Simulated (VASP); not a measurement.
A run of VASP 6.6.1 is set up as follows.

INCAR

```
SYSTEM = Li2F3
PREC = Accurate
ENCUT = 520
EDIFF = 1E-6
ISMEAR = 0
SIGMA = 0.1
LREAL = .False.
LASPH = .True.
NELM = 80
ALGO = Normal
ISIF = 2
LWAVE = .False.
LCHARG = .False.
GGA = PE
NBANDS = 22
```

KPOINTS

```
regular mesh
0
Gamma
  10 10 10
  0 0 0
```

File POSCAR:

```
Li2F3
1.0
    0.0000000000      3.3842436735      4.8333691872
    3.2531125669      0.0000000000      4.8333691872
    3.2531125669      3.3842436735      0.0000000000
Li F
2 3
Direct
    0.5000000000      0.5000000000      0.0000000000
    0.0000000000      0.0000000000      0.5000000000
    0.3404037930      0.6595962070      0.3404037930
    0.6595962070      0.3404037930      0.6595962070
    0.0000000000      0.0000000000      0.0000000000
```

Potentials or basis: VASP PAW PBE potentials, release 64 (Li_sv, F).

Command:

```console
$ cat potpaw_PBE.64/Li_sv/POTCAR potpaw_PBE.64/F/POTCAR > POTCAR
$ mpirun -np 1 vasp_std > vasp.out
```

Question: Estimate the largest force.

Answer: 0.034 eV/Å.

Forces in eV/Å, atoms in the order of the input:
```
Li   0.000  0.000  0.000
Li   0.000  0.000  0.000
F    0.000  0.034  0.000
F    0.000 -0.034  0.000
F    0.000  0.000  0.000
```

Caveat: an odd number of electrons without spin polarisation forces a metal; a magnetic or distorted state may lie lower.
